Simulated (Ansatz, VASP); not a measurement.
**Two plane-wave programs on MgO**

```
Mg O
1.0
     3.28883    0.00000    0.00000
    -1.64442    2.84821    0.00000
     0.00000    0.00000    5.03149
Mg O
2 2
Direct
  0.33333 0.66667 0.00483
  0.66667 0.33333 0.50483
  0.33333 0.66667 0.39977
  0.66667 0.33333 0.89977
```

Alike in both runs: functional r2SCAN; k mesh 12 × 12 × 6; no spin polarisation.

Ansatz relaxed the structure, and its values are those at the end. VASP's run is a single point on that final structure, the one shown.

|  | VASP | Ansatz |
| --- | --- | --- |
| version | VASP 6.6.1 | Ansatz 0.2.0 |
| potentials or method | VASP PAW PBE potentials, release 64 (Mg, O), cutoff 660 eV | plane waves, PAW |
| occupations | fermi-dirac, width 0.1 eV | fermi-dirac |
| valence electrons in the cell | 16 | 32 |

Ansatz gave:

| Item | Value |
| --- | --- |
| pressure (GPa) | 0.0 |

What did VASP give for the same quantities?

Pressure (GPa): -0.8.

VASP's potentials were made for PBE, not for r2SCAN. VASP's potentials hold 16 valence electrons a cell and Ansatz's 32, so a difference there can come from the potentials and not from the codes.
